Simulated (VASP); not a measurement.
# TeW: relaxation of cell and atoms with PBE

Crystal: TeW.

```xyz
2
Lattice="0.0000 3.0618 3.0618 3.0618 0.0000 3.0618 3.0618 3.0618 0.0000" Properties=species:S:1:pos:R:3 pbc="T T T"
W     0.0000    0.0000    0.0000
Te    1.5309    1.5309    1.5309
```

```json
{
 "Program": "VASP 6.6.1",
 "Task": "relaxation of cell and atoms",
 "Functional": "PBE",
 "Potentials or basis": "VASP PAW PBE potentials, release 64 (W_sv, Te)",
 "Cutoff": "600 eV",
 "k mesh": "12 × 12 × 12",
 "Occupations": "gaussian, width 0.1 eV",
 "Spin": "no spin polarisation",
 "Dipole correction": "no",
 "Further INCAR settings": "ALGO = Normal; EDIFF = 1e-06; IBRION = 2; EDIFFG = -0.01; NSW = 80; ISIF = 3"
}
```

* Relaxed volume: 28.35 Å³/atom
* Relaxed cell: a = 4.312 Å, b = 4.312 Å, c = 4.312 Å, α = 60.00°, β = 60.00°, γ = 60.00°
* Space group after relaxing (to 0.1 Å): F-43m (No. 216)
* Energy gained by relaxing: 1.3 meV/atom
* Ionic steps: 3
* Pressure after relaxing: 0.0 GPa
* Band gap on the k mesh: zero (bands 10 and 11 overlap by 0.25 eV)

Step by step:
```csv
step,energy change (eV),largest force (eV/Å),pressure (GPa),volume (Å³)
1,0.0000,0.0000,-1.13,57.41
2,0.0025,0.0000,1.71,55.74
3,-0.0025,0.0000,-0.01,56.71
```

Final structure:
```yaml
crystal:
  lattice:
    - [0.00000, 3.04932, 3.04932]
    - [3.04932, 0.00000, 3.04932]
    - [3.04932, 3.04932, 0.00000]
  atoms:
    - { symbol: W, position: [0.00000, 0.00000, 0.00000] }
    - { symbol: Te, position: [0.25000, 0.25000, 0.25000] }
```

Levels at points of the mesh, in eV from the Fermi level:
| k point | band 6 | band 7 | band 8 | band 9 | band 10 | band 11 | band 12 | band 13 | band 14 |
| --- | --- | --- | --- | --- | --- | --- | --- | --- | --- |
| (0.00, 0.00, 0.00) | -4.01 | -4.01 | -4.01 | -0.30 | -0.30 | 1.53 | 4.59 | 4.59 | 4.59 |
| (0.50, 0.00, 0.00) | -5.41 | -3.71 | -3.71 | -0.18 | -0.06 | -0.06 | 2.26 | 2.26 | 3.30 |
| (0.50, 0.50, 0.00) | -5.76 | -3.21 | -3.21 | -1.21 | -0.51 | 0.26 | 0.74 | 0.74 | 5.75 |

Run time: 85 s on 1 thread of AMD EPYC 9R45 96-Core Processor (Zen 5), on a shared host, peak memory 0.23 GiB.

Caveat: spin-orbit coupling is left out, which moves the levels of the heavy elements.
